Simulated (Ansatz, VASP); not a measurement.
**Os: VASP beside Ansatz**

Contents of INCAR:

```
PREC = Accurate
ENCUT = 520
EDIFF = 1E-6
ISMEAR = 0
SIGMA = 0.026000000000000002
LREAL = F
LASPH = T
NELM = 60
ALGO = Fast
ISIF = 2
LWAVE = F
LCHARG = F
GGA = PE
NBANDS = 15
```

File KPOINTS:

```
Automatic mesh
0
Gamma
  11 11 6
```

File POSCAR:

```
Os
1.0
    2.7341000000      0.0000000000      0.0000000000
   -1.3670500000      2.3678000565      0.0000000000
    0.0000000000      0.0000000000      4.3197000000
Os
2
Direct
    0.6666666667      0.3333333333      0.7500000000
    0.3333333333      0.6666666667      0.2500000000
```

input.yaml

```yaml
crystal:
  lattice:
    - [2.7341, 0.0, 0.0]
    - [-1.36705, 2.3678000565, 0.0]
    - [0.0, 0.0, 4.3197]
  atoms:
    - { symbol: Os, position: [0.6666666667, 0.3333333333, 0.75] }
    - { symbol: Os, position: [0.3333333333, 0.6666666667, 0.25] }
kpoints:
  mp_grid: { grid: [11, 11, 6] }
scf:
  occupations: { method: gaussian, width: 0.026 }
hamiltonian:
  xc: pbe
  pseudopotentials: { kind: all_electron, lapw: { basis_error: 0.001 } }
output:
  forces: true
  stress: true
  eigenvalues: true
```

Alike in both runs: task single point; functional PBE; k mesh 11 × 11 × 6; occupations gaussian, width 0.026 eV; no spin polarisation.

```csv
,VASP,Ansatz
version,VASP 6.6.1,Ansatz 0.2.0
potentials or method,"VASP PAW PBE potentials, release 64 (Os), cutoff 520 eV","all-electron LAPW, scalar-relativistic"
```

Ansatz gave:

```
gap on the k mesh at the Fermi level (eV)                     : none
pressure (GPa)                                                : 8.7
traceless stress, the component that is largest in VASP (GPa) : 0.25
```

Question: What did VASP give for the same quantities?

Answer: gap on the k mesh at the Fermi level (eV): none; pressure (GPa): 8.7; traceless stress, the component that is largest in VASP (GPa): 0.20.

A gap of «none» marks a metal or a gap that the smearing closes. Ansatz ran all-electron here, and VASP with PAW potentials.

Spin-orbit coupling is off throughout.
